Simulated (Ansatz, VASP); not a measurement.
Two plane-wave programs on MnSi

```
Mn Si
1.0
     4.42536    0.00000    0.00000
     0.00000    4.42536    0.00000
     0.00000    0.00000    4.42536
Mn Si
4 4
Direct
  0.13815 0.13815 0.13815
  0.36185 0.86185 0.63815
  0.63815 0.36185 0.86185
  0.86185 0.63815 0.36185
  0.84590 0.84590 0.84590
  0.65410 0.15410 0.34590
  0.34590 0.65410 0.15410
  0.15410 0.34590 0.65410
```

Alike in both runs: functional PBE; k mesh 8 × 8 × 8; occupations gaussian, width 0.1 eV; collinear spin.

Ansatz relaxed the structure, and its values are those at the end. VASP's run is a single point on that final structure, the one shown.

```csv
,VASP,Ansatz
version,VASP 6.6.1,Ansatz 0.2.0
potentials or method,"VASP PAW PBE potentials, release 64 (Mn_pv, Si), cutoff 520 eV","scalar-relativistic, plane waves, PAW"
valence electrons in the cell,68,76
```

Ansatz gave:

| Property | Result |
| --- | --- |
| gap on the k mesh at the Fermi level (eV) | none |
| pressure (GPa) | 14.5 |
| rms of the force components (eV/Å) | 0.000 |
| net moment per atom (μB) | 0.45 |
| size of the moment on the site where the two differ most (μB) | 0.89 |

Which values does VASP return?

gap on the k mesh at the Fermi level (eV): none; pressure (GPa): 14.5; rms of the force components (eV/Å): 0.006; net moment per atom (μB): 0.45; size of the moment on the site where the two differ most (μB): 0.94.

Site moments also hang on the region over which each program counts them. A gap of «none» marks a metal or a gap that the smearing closes. VASP's potentials hold 68 valence electrons a cell and Ansatz's 76, so a difference there can come from the potentials and not from the codes. Ansatz's warnings: stress scf threshold loose.
